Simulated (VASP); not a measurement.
# Zr (P6_3/mmc) in VASP: a series of runs

The runs below take Zr through single point, relaxation of cell and atoms, with r2SCAN.

All numbers are computed with VASP 6.6.1; they aren't measurements. Logs are shortened: lines on timing, memory, paths and dates and some standing lists are left out, and cuts for length are marked.

### 1 The cell of the first run

It takes space group P6_3/mmc (No. 194, hexagonal). The conventional cell has a = 3.244 Å, b = 3.244 Å, c = 5.156 Å, α = 90.00°, β = 90.00°, γ = 120.00°. Zr (site symmetry -6m2) has 12 Zr at 3.19 to 3.24 Å within 4.2 Å.

### 2 Single point, r2SCAN

File POSCAR:

```
Zr
1.0
    3.2441747650      0.0000000000      0.0000000000
   -1.6220873825      2.8095377608      0.0000000000
    0.0000000000      0.0000000000      5.1557501532
Zr
2
Direct
    0.3333333333      0.6666666667      0.2500000000
    0.6666666667      0.3333333333      0.7500000000
```

File INCAR.step1:

```
  ALGO = Normal
  EDIFF = 1E-4
  ENCUT = 520
  GGA = PE
  ISMEAR = -1
  LASPH = T
  LCHARG = F
  LREAL = F
  LWAVE = T
  NBANDS = 19
  NELM = 100
  PREC = Accurate
  SIGMA = 0.05
```

File INCAR.step2:

```
  ALGO = Normal
  EDIFF = 1E-6
  ENCUT = 520
  ISIF = 2
  ISMEAR = -1
  ISTART = 1
  LASPH = T
  LCHARG = T
  LELF = T
  LMIXTAU = T
  LREAL = F
  LVHAR = T
  LWAVE = F
  METAGGA = R2SCAN
  NBANDS = 19
  NELM = 100
  PREC = Accurate
  SIGMA = 0.05
```

File KPOINTS:

```
k-points
0
Gamma
  17 17 9
```

Potentials or basis: VASP PAW PBE potentials, release 64 (Zr_sv).

Launch:

```sh
> cat potpaw_PBE.64/Zr_sv/POTCAR > POTCAR
> cp INCAR.step1 INCAR
> mpirun -np 1 vasp_std > vasp.out
> cp INCAR.step2 INCAR
> mpirun -np 1 vasp_std > vasp.out
```

OUTCAR:

```text
EDIFF = 1E-6
   ENCUT = 520
   ISIF = 2
   ISMEAR = -1
   ISTART = 1
   LASPH = T
   LREAL = F
   METAGGA = R2SCAN
   NELM = 100
   PREC = Accurate

 ion  position               nearest neighbor table
   1  0.333  0.667  0.250-   2 3.19   2 3.19   2 3.19   2 3.19   2 3.19   2 3.19
   2  0.667  0.333  0.750-   1 3.19   1 3.19   1 3.19   1 3.19   1 3.19   1 3.19

  LATTYP: Found a hexagonal cell.
 ALAT       =     3.2441747650
 C/A-ratio  =     1.5892331723

  Lattice vectors:

 A1 = (   3.2441747650,   0.0000000000,   0.0000000000)
 A2 = (  -1.6220873825,   2.8095377608,   0.0000000000)
 A3 = (   0.0000000000,   0.0000000000,   5.1557501532)

Analysis of symmetry for initial positions (statically):
=====================================================================
 Subroutine PRICEL returns:
 Original cell was already a primitive cell.

 Routine SETGRP: Setting up the symmetry group for a
 hexagonal supercell.

 Subroutine GETGRP returns: Found 24 space group operations
 (whereof 12 operations were pure point group operations)
 out of a pool of 24 trial point group operations.

The static configuration has the point symmetry D_3d.
 The point group associated with its full space group is D_6h.

Analysis of symmetry for dynamics (positions and initial velocities):
=====================================================================
 Subroutine PRICEL returns:
 Original cell was already a primitive cell.

 Routine SETGRP: Setting up the symmetry group for a
 hexagonal supercell.

 Subroutine GETGRP returns: Found 24 space group operations
 (whereof 12 operations were pure point group operations)
 out of a pool of 24 trial point group operations.

The dynamic configuration has the point symmetry D_3d.
 The point group associated with its full space group is D_6h.

 Subroutine INISYM returns: Found 24 space group operations
 (whereof 12 operations are pure point group operations),
 and found     1 'primitive' translations

----------------------------------------------------------------------------------------

                                     Primitive cell

  volume of cell :      46.9928

  direct lattice vectors                    reciprocal lattice vectors
     3.244174765  0.000000000  0.000000000     0.308244800  0.177965218  0.000000000
    -1.622087382  2.809537761  0.000000000     0.000000000  0.355930436  0.000000000
     0.000000000  0.000000000  5.155750153     0.000000000  0.000000000  0.193958196

  length of vectors
     3.244174765  3.244174765  5.155750153     0.355930436  0.355930436  0.193958196

  position of ions in fractional coordinates (direct lattice)
     0.333333333  0.666666667  0.250000000
     0.666666667  0.333333333  0.750000000

  ion indices of the primitive-cell ions
   primitive index   ion index
                 1           1
                 2           2

----------------------------------------------------------------------------------------

 KPOINTS: k-points

Automatic generation of k-mesh.
 Grid dimensions read from file:
 generate k-points for:   17   17    9

 Generating k-lattice:

  Cartesian coordinates                     Fractional coordinates (reciprocal lattice)
     0.018132047  0.010468542  0.000000000     0.058823529  0.000000000  0.000000000
     0.000000000  0.020937084  0.000000000     0.000000000  0.058823529  0.000000000
     0.000000000  0.000000000  0.021550911     0.000000000  0.000000000  0.111111111

  Length of vectors
     0.020937084  0.020937084  0.021550911

  Shift w.r.t. Gamma in fractional coordinates (k-lattice)
     0.000000000  0.000000000  0.000000000

 Subroutine IBZKPT returns following result:
 ===========================================

 Found    165 irreducible k-points:

 Following reciprocal coordinates:
            Coordinates               Weight
  0.000000  0.000000  0.000000      1.000000
  0.058824  0.000000  0.000000      6.000000
  0.117647  0.000000  0.000000      6.000000
  0.176471  0.000000  0.000000      6.000000
  0.235294  0.000000  0.000000      6.000000
  0.294118  0.000000  0.000000      6.000000
[... 16 lines left out ...]
  0.411765  0.117647  0.000000     12.000000
  0.176471  0.176471  0.000000      6.000000
 [... further k-points ...]
   k-points           NKPTS =    165   k-points in BZ     NKDIM =    165   number of bands    NBANDS=     19
   number of dos      NEDOS =    301   number of ions     NIONS =      2
   total plane-waves  NPLWV =  23040
   dimension x,y,z NGX =    24 NGY =   24 NGZ =   40
   dimension x,y,z NGXF=    48 NGYF=   48 NGZF=   80
   ions per type =               2
   NGX,Y,Z   is equivalent  to a cutoff of  12.30, 12.30, 12.90 a.u.
   NGXF,Y,Z  is equivalent  to a cutoff of  24.60, 24.60, 25.80 a.u.
 SYSTEM =  unknown system
   PREC   = accura    normal or accurate (medium, high low for compatibility)
   ISTART =      1    job   : 0-new  1-cont  2-samecut
   ICHARG =      0    charge: 1-file 2-atom 10-const
   ISPIN  =      1    spin polarized calculation?
   LNONCOLLINEAR =      F non collinear calculations
   LSORBIT =      F    spin-orbit coupling
   LASPH  =      T    aspherical Exc in radial PAW
   ENCUT  =  520.0 eV  38.22 Ry    6.18 a.u.   6.03  6.03  9.59*2*pi/ulx,y,z
   NELM   =    100;   NELMIN=  2; NELMDL=  0     # of ELM steps
   EDIFF  = 0.1E-05   stopping-criterion for ELM
   LREAL  =      F    real-space projection
   EDIFFG = 0.1E-04   stopping-criterion for IOM
   NSW    =      0    number of steps for IOM
   IBRION =     -1    ionic relax: 0-MD 1-quasi-New 2-CG
   NFREE  =      0    steps in history (QN), initial steepest desc. (CG)
   ISIF   =      2    stress and relaxation
   ISYM   =      2    0-nonsym 1-usesym 2-fastsym
   POTIM  = 0.5000    time-step for ionic-motion
   TEBEG  =    0.0;   TEEND  =   0.0 temperature during run
   PSTRESS=    0.0 pullay stress
   NELECT =      24.0000    total number of electrons
   NUPDOWN=      -1.0000    fix difference up-down
   EMIN   =  10.00;   EMAX   =-10.00  energy-range for DOS
   EFERMI =   0.00;   METHOD = LEGACY
   ISMEAR =    -1;   SIGMA  =   0.05  broadening in eV -4-tet -1-fermi 0-gaus
   EFERMI_NEDOS =   21; number of points for ismear=-14 and -15
   IALGO  =     38    algorithm
   IMIX   =      4    mixing-type and parameters
     AMIX     =   0.40;   BMIX     =  1.00
     AMIX_MAG =   1.60;   BMIX_MAG =  1.00
  volume/ion in A,a.u.               =      23.50       158.56
  Fermi-wavevector in a.u.,A,eV,Ry     =   1.308584  2.472865 23.298507  1.712392
  Thomas-Fermi vector in A             =   2.439241
   LORBIT       =      0    0 simple, 1 ext, 2 COOP (PROOUT), +10 PAW based schemes
   METAGGA = R2SCAN    functional components
   LHFCALC =     F    Hartree Fock is set to
   AEXX    =    0.0000 exact exchange contribution
   IVDW    =     0    specifies the selected vdW correction
   LEPSILON=     F    determine dielectric tensor
   LRPA    =     F    only Hartree local field effects (RPA)
 non-spin polarized calculation
  energy-cutoff  :      520.00
  volume of cell :       46.99
 maximum number of plane-waves:      1287
   NGX = 13   NGY = 13   NGZ = 19

 number of electron      24.0000000 magnetization

 Free energy of the ion-electron system (eV)
  ---------------------------------------------------
  ext. energy  EPLUGINS =         0.00000000
  ---------------------------------------------------
  free energy    TOTEN  =       -45.50853524 eV

  energy without entropy =      -45.49520548  energy(sigma->0) =      -45.50187036

 E-fermi :   8.9398     XC(G=0): -11.9044

 val. band max:        8.9222064450   @ k =   0.3529   0.2941   0.3333
 cond. band min:       8.9467052455   @ k =   0.3529   0.2353   0.4444
 fundamental gap:      0.0244988004
 Fermi energy:         8.9398398105

 k-point     1 :       0.0000    0.0000    0.0000
  band No.  band energies     occupation
      1     -41.6367      2.00000
      2     -41.4748      2.00000
      3     -19.4824      2.00000
      4     -18.5872      2.00000
      5     -18.5872      2.00000
      6     -18.4495      2.00000
[... 11 lines left out ...]
     18      11.2969      0.00000
     19      13.6105      0.00000

 k-point     2 :       0.0588    0.0000    0.0000
  band No.  band energies     occupation
      1     -41.6326      2.00000
      2     -41.4732      2.00000
      3     -19.4715      2.00000
      4     -18.6112      2.00000
      5     -18.5951      2.00000
      6     -18.4696      2.00000
[... 11 lines left out ...]
     18      11.2042      0.00000
     19      13.6797      0.00000

 k-point     3 :       0.1176    0.0000    0.0000
  band No.  band energies     occupation
      1     -41.6207      2.00000
      2     -41.4684      2.00000
      3     -19.4393      2.00000
      4     -18.6800      2.00000
      5     -18.6174      2.00000
      6     -18.5401      2.00000
[... 11 lines left out ...]
     18      10.9940      0.00000
     19      13.8467      0.00000

 k-point     4 :       0.1765    0.0000    0.0000
  band No.  band energies     occupation
      1     -41.6023      2.00000
      2     -41.4616      2.00000
      3     -19.3882      2.00000
      4     -18.7845      2.00000
      5     -18.6501      2.00000
      6     -18.6443      2.00000
[... 11 lines left out ...]
     18      11.4054      0.00000
     19      14.0402      0.00000

 k-point     5 :       0.2353    0.0000    0.0000
  band No.  band energies     occupation
      1     -41.5793      2.00000
      2     -41.4541      2.00000
      3     -19.3217      2.00000
      4     -18.9103      2.00000
      5     -18.7655      2.00000
      6     -18.6881      2.00000
[... 11 lines left out ...]
     18      11.9501      0.00000
     19      14.2125      0.00000
[... 334 lines left out ...]
      2     -41.4424      2.00000
      3     -19.1410      2.00000
      4     -19.1397      2.00000
      5     -19.0093      2.00000
      6     -18.7852      2.00000
[... 11 lines left out ...]
     18      13.9328      0.00000
     19      14.2509      0.00000

 k-point    22 :       0.3529    0.1176    0.0000
  band No.  band energies     occupation
      1     -41.5031      2.00000
      2     -41.4419      2.00000
      3     -19.2200      2.00000
      4     -19.0683      2.00000
      5     -19.0610      2.00000
      6     -18.8259      2.00000
[... 11 lines left out ...]
     18      14.2844      0.00000
     19      14.6945      0.00000

 k-point    23 :       0.4118    0.1176    0.0000
  band No.  band energies     occupation
      1     -41.4910      2.00000
      2     -41.4432      2.00000
      3     -19.2628      2.00000
      4     -19.0885      2.00000
      5     -19.0191      2.00000
      6     -18.8476      2.00000
[... 11 lines left out ...]
     18      14.2993      0.00000
     19      15.2904      0.00000

 k-point    24 :       0.1765    0.1765    0.0000
  band No.  band energies     occupation
      1     -41.5483      2.00000
      2     -41.4462      2.00000
      3     -19.2268      2.00000
      4     -18.9747      2.00000
      5     -18.9711      2.00000
      6     -18.7153      2.00000
[... 11 lines left out ...]
     18      13.1508      0.00000
     19      14.1240      0.00000

 [... further k-points ...]

------------------------ aborting loop because EDIFF is reached ----------------------------------------

  FORCE on cell =-STRESS in cart. coord.  units (eV):
  Direction    XX          YY          ZZ          XY          YZ          ZX
  --------------------------------------------------------------------------------------
  -------------------------------------------------------------------------------------
  Total        0.0167813      0.0167813     -0.0064767     -0.0000000      0.0000000      0.0000000
  in kB        0.5721435      0.5721435     -0.2208168     -0.0000000      0.0000000      0.0000000
  external PRESSURE =       0.3078234 kB  Pullay stress =       0.0000000 kB

 VOLUME and BASIS-vectors are now :
 -----------------------------------------------------------------------------
  energy-cutoff  :      520.00
  volume of cell :       46.99
      direct lattice vectors                 reciprocal lattice vectors
     3.244174765  0.000000000  0.000000000     0.308244800  0.177965218  0.000000000
    -1.622087382  2.809537761  0.000000000     0.000000000  0.355930436  0.000000000
     0.000000000  0.000000000  5.155750153     0.000000000  0.000000000  0.193958196

 POSITION                                       TOTAL-FORCE (eV/Angst)
 -----------------------------------------------------------------------------------
     -0.00000      1.87303      1.28894        -0.000000      0.000000      0.000000
      1.62209      0.93651      3.86681         0.000000     -0.000000      0.000000
 -----------------------------------------------------------------------------------
    total drift:                               -0.000000      0.000000     -0.000000

  FREE ENERGIE OF THE ION-ELECTRON SYSTEM (eV)
  ---------------------------------------------------
  free  energy   TOTEN  =       -45.5085352392 eV

  energy  without entropy=      -45.4952054773  energy(sigma->0) =      -45.50187036
```

Wall time 2.7 min (1 thread of Intel Xeon 6975P-C (Granite Rapids), shared host); peak memory 0.25 GiB.

Results:

```
Free energy            : -45.5085 eV
Pressure               : 0.0 GPa
Band gap on the k mesh : zero (bands 12 and 13 overlap by 1.26 eV)
```

Stress tensor (GPa, compression positive):
```
 0.06  0.00  0.00
 0.00  0.06  0.00
 0.00  0.00 -0.02
```

Caveat: the PAW data sets were made with another functional, which shifts forces and pressure a little.

### 3 Relaxation of cell and atoms, r2SCAN

This run uses another cell than the first one, of 23.28 Å³/atom.

File POSCAR:

```
Zr
1.0
    3.2320000000      0.0000000000      0.0000000000
   -1.6160000000      2.7989941050      0.0000000000
    0.0000000000      0.0000000000      5.1470000000
Zr
2
Direct
    0.3333333333      0.6666666667      0.2500000000
    0.6666666667      0.3333333333      0.7500000000
```

File INCAR.step1:

```
SYSTEM = Zr
PREC = Accurate ; ENCUT = 600
ISMEAR = -1 ; SIGMA = 0.05
LREAL = .False. ; LASPH = .True.
NELM = 100 ; GGA = PE
ALGO = Normal ; EDIFF = 1E-4
LWAVE = .True. ; LCHARG = .False.
```

File INCAR.step2:

```
SYSTEM = Zr
PREC = Accurate ; ENCUT = 600
EDIFF = 1E-7 ; ISMEAR = -1
SIGMA = 0.05 ; LREAL = .False.
LASPH = .True. ; NELM = 100
ALGO = Normal ; ISIF = 3
LWAVE = .False. ; LCHARG = .False.
METAGGA = R2SCAN ; LMIXTAU = .True.
IBRION = 2 ; NSW = 60
EDIFFG = -0.01 ; ISTART = 1
```

File KPOINTS:

```
regular mesh
0
Gamma
  17 17 9
  0 0 0
```

Potentials or basis: VASP PAW PBE potentials, release 64 (Zr_sv).

Launch:

```sh
> cat potpaw_PBE.64/Zr_sv/POTCAR > POTCAR
> cp INCAR.step1 INCAR
> mpirun -np 1 vasp_std > vasp.out
> cp INCAR.step2 INCAR
> mpirun -np 1 vasp_std > vasp.out
```

Wall time 20 min (1 thread of Intel Xeon 6975P-C (Granite Rapids), shared host); peak memory 0.28 GiB.

The run converged. Its results:

```
Free energy                           : -45.5052 eV
Relaxed volume                        : 23.50 Å³/atom
Relaxed cell                          : a = 3.244 Å, b = 3.244 Å, c = 5.156 Å, α = 90.00°, β = 90.00°, γ = 120.00°
Space group after relaxing (to 0.1 Å) : P6_3/mmc (No. 194)
Energy gained by relaxing             : 0.7 meV/atom
Ionic steps                           : 5
Pressure after relaxing               : 0.0 GPa
Band gap on the k mesh                : zero (bands 12 and 13 overlap by 1.26 eV)
```

The path:
| step | energy change (eV) | largest force (eV/Å) | pressure (GPa) | volume (Å³) |
| --- | --- | --- | --- | --- |
| 1 | 0.0000 | 0.0000 | 0.91 | 46.56 |
| 2 | 0.0000 | 0.0000 | -0.91 | 47.46 |
| 3 | -0.0013 | 0.0000 | -0.02 | 47.01 |
| 4 | -0.0013 | 0.0000 | 0.00 | 47.00 |
| 5 | -0.0013 | 0.0000 | 0.01 | 47.00 |

Final structure:
```cif
data_structure
_symmetry_space_group_name_H-M 'P 1'
_symmetry_Int_Tables_number 1
_cell_length_a 3.2445
_cell_length_b 3.2445
_cell_length_c 5.1558
_cell_angle_alpha 90.000
_cell_angle_beta 90.000
_cell_angle_gamma 120.000
_cell_volume 47.00
loop_
_atom_site_label
_atom_site_type_symbol
_atom_site_fract_x
_atom_site_fract_y
_atom_site_fract_z
_atom_site_occupancy
Zr1 Zr 0.33333 0.66667 0.25000 1
Zr2 Zr 0.66667 0.33333 0.75000 1
```

Levels at points of the mesh, in eV from the Fermi level:
```tsv
k point	band 8	band 9	band 10	band 11	band 12	band 13	band 14	band 15	band 16
(0.00, 0.00, 0.00)	-27.39	-6.00	-3.18	0.97	0.97	1.01	1.15	1.71	1.71
```

Caveat: the PAW data sets were made with another functional, which shifts forces and pressure a little.
